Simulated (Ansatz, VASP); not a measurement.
**Two plane-wave programs on Ga2O3**

Contents of INCAR:

```
ALGO = Normal
EDIFF = 1E-7
EDIFFG = -0.002
ENCUT = 600
GGA = CA
GGA_COMPAT = False
IBRION = 2
ISIF = 3
ISMEAR = 0
LASPH = True
LCHARG = False
LREAL = False
LWAVE = False
NELM = 120
NELMIN = 4
NSW = 100
PREC = Accurate
SIGMA = 0.02
```

File KPOINTS:

```
k-points
0
Gamma
  6 6 6
```

Contents of POSCAR:

```
Ga2O3
1.0
    2.5000000000      1.4433757000      4.4900000000
   -2.5000000000      1.4433757000      4.4900000000
    0.0000000000     -2.8867513000      4.4900000000
Ga O
4 6
Direct
    0.3550000000      0.3550000000      0.3550000000
    0.1450000000      0.1450000000      0.1450000000
    0.6450000000      0.6450000000      0.6450000000
    0.8550000000      0.8550000000      0.8550000000
    0.5550000000      0.9450000000      0.2500000000
    0.2500000000      0.5550000000      0.9450000000
    0.9450000000      0.2500000000      0.5550000000
    0.4450000000      0.0550000000      0.7500000000
    0.7500000000      0.4450000000      0.0550000000
    0.0550000000      0.7500000000      0.4450000000
```

Input for Ansatz:

```yaml
crystal:
  lattice:
    - [2.5, 1.4433757, 4.49]
    - [-2.5, 1.4433757, 4.49]
    - [0.0, -2.8867513, 4.49]
  atoms:
    - { symbol: Ga, position: [0.355, 0.355, 0.355] }
    - { symbol: Ga, position: [0.145, 0.145, 0.145] }
    - { symbol: Ga, position: [0.645, 0.645, 0.645] }
    - { symbol: Ga, position: [0.855, 0.855, 0.855] }
    - { symbol: O, position: [0.555, 0.945, 0.25] }
    - { symbol: O, position: [0.25, 0.555, 0.945] }
    - { symbol: O, position: [0.945, 0.25, 0.555] }
    - { symbol: O, position: [0.445, 0.055, 0.75] }
    - { symbol: O, position: [0.75, 0.445, 0.055] }
    - { symbol: O, position: [0.055, 0.75, 0.445] }
basis:
  ecutwfc: 420
kpoints:
  mp_grid: { grid: [6, 6, 6] }
hamiltonian:
  xc: lda
  pseudopotentials: { kind: paw, azcp: { folder: soft_1 } }
scf:
  occupations: { method: gaussian, width: 0.02 }
output:
  forces: true
  stress: true
  eigenvalues: true
  write_density: true
  write_potential: true
  elf: true
  volumetric_format: npy
relax:
  adjacent_minimum: "off"
  f_tol: 0.002
  max_steps: 80
  cell: { stress_tol: 0.02 }
```

Alike in both runs: task relaxation of cell and atoms; functional LDA; k mesh 6 × 6 × 6; occupations gaussian, width 0.02 eV; no spin polarisation.

|  | VASP | Ansatz |
| --- | --- | --- |
| version | VASP 6.6.1 | Ansatz 0.2.0 |
| potentials or method | VASP PAW LDA potentials, release 64 (Ga_d, O), cutoff 600 eV | scalar-relativistic, plane waves, PAW |
| valence electrons in the cell | 88 | 88 |

|  | VASP | Ansatz | Ansatz less VASP |
| --- | --- | --- | --- |
| gap on the k mesh at the Fermi level, each at its own relaxed structure (eV) | 2.99 | 3.04 | +0.058 |
| relaxed volume (Å³/atom) | 9.47 | 9.41 | -0.062 |
| relaxed cell length with the largest relative difference (Å) | 5.286 | 5.276 | -0.0101 |

Ansatz warns that its potentials were made for another functional, while VASP's fit it. LDA's correlation is that of Perdew and Zunger in VASP and of Perdew and Wang (1992) in Ansatz.
